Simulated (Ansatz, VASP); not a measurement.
# WC in VASP and in Ansatz

```
W C
1.0
     2.90050    0.00000    0.00000
    -1.45025    2.51191    0.00000
     0.00000    0.00000    2.82900
W C
1 1
Cartesian
  0.0000 0.0000 0.0000
  1.4503 0.8373 1.3895
```

Change from the starting cell: all C atoms moved +0.025 Å, as atom 2 towards its neighbour atom 2 (C) at 2.829 Å.

Alike in both runs: task single point; functional PBEsol; k mesh 18 × 18 × 16; occupations gaussian, width 0.15 eV; no spin polarisation.

|  | VASP | Ansatz |
| --- | --- | --- |
| version | VASP 6.6.1 | Ansatz 0.2.0 |
| potentials or method | VASP PAW PBE potentials, release 64 (W_sv, C), cutoff 520 eV | scalar-relativistic, plane waves, PAW |
| valence electrons in the cell | 18 | 18 |

VASP gave:

- gap on the k mesh at the Fermi level (eV): none
- pressure (GPa): 0.7
- traceless stress, the component that is largest in VASP (GPa): 0.27
- rms of the force components (eV/Å): 0.210

Estimate Ansatz's values.

gap on the k mesh at the Fermi level (eV): none; pressure (GPa): -0.6; traceless stress, the component that is largest in VASP (GPa): 0.04; rms of the force components (eV/Å): 0.208.

VASP's potentials were made for PBE, not for PBEsol. Atom by atom the forces differ by 0.002 eV/Å (rms over components). A gap of «none» marks a metal or a gap that the smearing closes.

Neither program's run includes spin-orbit coupling.
